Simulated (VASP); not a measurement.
A run of VASP 6.6.1 is set up as follows.

INCAR

```
  PREC = Accurate
  ENCUT = 520
  EDIFF = 1E-7
  ISMEAR = -1
  SIGMA = 0.1
  LREAL = F
  LASPH = T
  NELM = 80
  ALGO = Normal
  ISIF = 2
  LWAVE = F
  LCHARG = F
  GGA = PE
  NBANDS = 36
```

File KPOINTS:

```
regular mesh
0
Gamma
  8 8 8
```

POSCAR

```
Ti2B
1.0
   -2.8290690000      2.8290690000      2.3682650000
    2.8290690000     -2.8290690000      2.3682650000
    2.8290690000      2.8290690000     -2.3682650000
Ti B
4 2
Direct
    0.6644000000      0.1644000000      0.8288000000
    0.3356000000      0.8356000000      0.1712000000
    0.8356000000      0.6644000000      0.5000000000
    0.1644000000      0.3356000000      0.5000000000
    0.7500000000      0.7500000000      0.0000000000
    0.2500000000      0.2500000000      0.0000000000
```

Potentials or basis: VASP PAW PBE potentials, release 64 (Ti_sv, B).

The run is started by

```sh
$ cat potpaw_PBE.64/Ti_sv/POTCAR potpaw_PBE.64/B/POTCAR > POTCAR
$ mpirun -np 1 vasp_std > vasp.out
```

Task: Predict the pressure.

Result: 0.7 GPa.

Task: Predict the band gap on the k mesh.

Result: Zero (band 27 reaches 9.05 eV, above the bottom of band 28 at 8.13 eV).

Task: Predict the largest force.

Result: 0.151 eV/Å.

Forces on the atoms (eV/Å):
```
Ti   0.106  0.106  0.000
Ti  -0.106 -0.106  0.000
Ti   0.106 -0.106  0.000
Ti  -0.106  0.106  0.000
B    0.000  0.000  0.000
B    0.000  0.000  0.000
```
